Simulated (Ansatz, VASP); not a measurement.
# HPt6 in VASP and in Ansatz

Contents of INCAR:

```
  ALGO = Normal
  DIPOL = 0.5 0.5 0.295
  EDIFF = 1E-6
  ENCUT = 520
  GGA = PE
  IDIPOL = 3
  ISIF = 2
  ISMEAR = 0
  LASPH = True
  LCHARG = False
  LDIPOL = True
  LREAL = False
  LWAVE = False
  NBANDS = 74
  NELM = 60
  PREC = Accurate
  SIGMA = 0.1
```

File KPOINTS:

```
k-points
0
Gamma
  5 5 1
```

File POSCAR:

```
HPt6
1.0
    5.6143281343      0.0000000000      0.0000000000
    0.0000000000      5.6143281343      0.0000000000
    0.0000000000      0.0000000000     21.8513792319
Pt H
12 2
Direct
    0.2500000000      0.2500000000      0.1830548066
    0.2500000000      0.7500000000      0.1830548066
    0.7500000000      0.2500000000      0.1830548066
    0.7500000000      0.7500000000      0.1830548066
    0.0000000000      0.0000000000      0.2712126041
    0.0000000000      0.5000000000      0.2712126041
    0.5000000000      0.0000000000      0.2712126041
    0.5000000000      0.5000000000      0.2712126041
    0.2500000000      0.2500000000      0.3593081768
    0.2500000000      0.7500000000      0.3593081768
    0.7500000000      0.2500000000      0.3593081768
    0.7500000000      0.7500000000      0.3593081768
   -0.1051773224      0.0000000000      0.4384793806
    0.1051773224      0.0000000000      0.4384793806
```

Input for Ansatz:

```yaml
crystal:
  lattice:
    - [5.6143281343, 0.0, 0.0]
    - [0.0, 5.6143281343, 0.0]
    - [0.0, 0.0, 21.8513792319]
  atoms:
    - { symbol: Pt, position: [0.25, 0.25, 0.1830548066] }
    - { symbol: Pt, position: [0.25, 0.75, 0.1830548066] }
    - { symbol: Pt, position: [0.75, 0.25, 0.1830548066] }
    - { symbol: Pt, position: [0.75, 0.75, 0.1830548066] }
    - { symbol: Pt, position: [0.0, 0.0, 0.2712126041] }
    - { symbol: Pt, position: [0.0, 0.5, 0.2712126041] }
    - { symbol: Pt, position: [0.5, 0.0, 0.2712126041] }
    - { symbol: Pt, position: [0.5, 0.5, 0.2712126041] }
    - { symbol: Pt, position: [0.25, 0.25, 0.3593081768] }
    - { symbol: Pt, position: [0.25, 0.75, 0.3593081768] }
    - { symbol: Pt, position: [0.75, 0.25, 0.3593081768] }
    - { symbol: Pt, position: [0.75, 0.75, 0.3593081768] }
    - { symbol: H, position: [-0.1051773224, 0.0, 0.4384793806] }
    - { symbol: H, position: [0.1051773224, 0.0, 0.4384793806] }
basis:
  ecutwfc: 420
kpoints:
  mp_grid: { grid: [5, 5, 1] }
hamiltonian:
  xc: pbe
  pseudopotentials: { kind: paw, azcp: { folder: soft_1 } }
scf:
  occupations: { method: gaussian, width: 0.1 }
output:
  forces: true
  eigenvalues: true
efield:
  axis: 3
  dipole_correction: true
  ramp_width: 0.04
```

Alike in both runs: task single point; functional PBE; k mesh 5 × 5 × 1; occupations gaussian, width 0.1 eV; no spin polarisation.

```csv
,VASP,Ansatz
version,VASP 6.6.1,Ansatz 0.2.0
potentials or method,"VASP PAW PBE potentials, release 64 (Pt, H), cutoff 520 eV","scalar-relativistic, plane waves, PAW"
valence electrons in the cell,122,218
```

```csv
,VASP,Ansatz,Ansatz less VASP
gap on the k mesh at the Fermi level (eV),none,none,-
rms of the force components (eV/Å),0.418,0.419,+0.0013
```

Atom by atom the forces differ by 0.008 eV/Å (rms over components). A gap of «none» marks a metal or a gap that the smearing closes. VASP's potentials hold 122 valence electrons a cell and Ansatz's 218, so a difference there can come from the potentials and not from the codes.

Neither program's run includes spin-orbit coupling.
